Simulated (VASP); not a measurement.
Crystal: AlV2C.

```
Al V C
1.0
     2.88760    0.00000    0.00000
    -1.44380    2.50073    0.00000
     0.00000    0.00000   13.10482
Al V C
2 4 2
Direct
  0.33333 0.66667 0.25000
  0.66667 0.33333 0.75000
  0.33333 0.66667 0.58638
  0.66667 0.33333 0.41362
  0.66667 0.33333 0.08638
  0.33333 0.66667 0.91362
  0.00000 0.00000 0.00000
  0.00000 0.00000 0.50000
```

- Program: VASP 6.6.1
- Task: relaxation of cell and atoms
- Functional: PBEsol
- Potentials or basis: VASP PAW PBE potentials, release 64 (Al, V_sv, C)
- Cutoff: 600 eV
- k mesh: 9 × 9 × 2
- Occupations: gaussian, width 0.1 eV
- Spin: no spin polarisation

At the start: pressure -3.6 GPa; volume 11.83 Å³/atom.

Question: Where does the relaxation end?

Answer: Over 5 steps the energy falls by 4.3 meV/atom and the volume is 11.70 Å³/atom (-1.1 %); space group P6_3/mmc (No. 194, to 0.1 Å) before and after.

Step by step:
| step | energy change (eV) | largest force (eV/Å) | pressure (GPa) | volume (Å³) |
| --- | --- | --- | --- | --- |
| 1 | 0.0000 | 0.5958 | -3.59 | 94.63 |
| 2 | 0.0358 | 0.6340 | 7.26 | 91.05 |
| 3 | -0.0317 | 0.1253 | 0.59 | 93.15 |
| 4 | -0.0317 | 0.1151 | 0.68 | 93.12 |
| 5 | -0.0343 | 0.0006 | 0.10 | 93.57 |

Final structure:
```
Al V C
1.0
     2.88010    0.00000    0.00000
    -1.44005    2.49424    0.00000
     0.00000    0.00000   13.02484
Al V C
2 4 2
Cartesian
  0.0000 1.6628 3.2562
  1.4400 0.8314 9.7686
  0.0000 1.6628 7.6198
  1.4400 0.8314 5.4051
  1.4400 0.8314 1.1074
  0.0000 1.6628 11.9175
  0.0000 0.0000 13.0248
  0.0000 0.0000 6.5124
```

Caveat: the PAW data sets were made with another functional, which shifts forces and pressure a little.
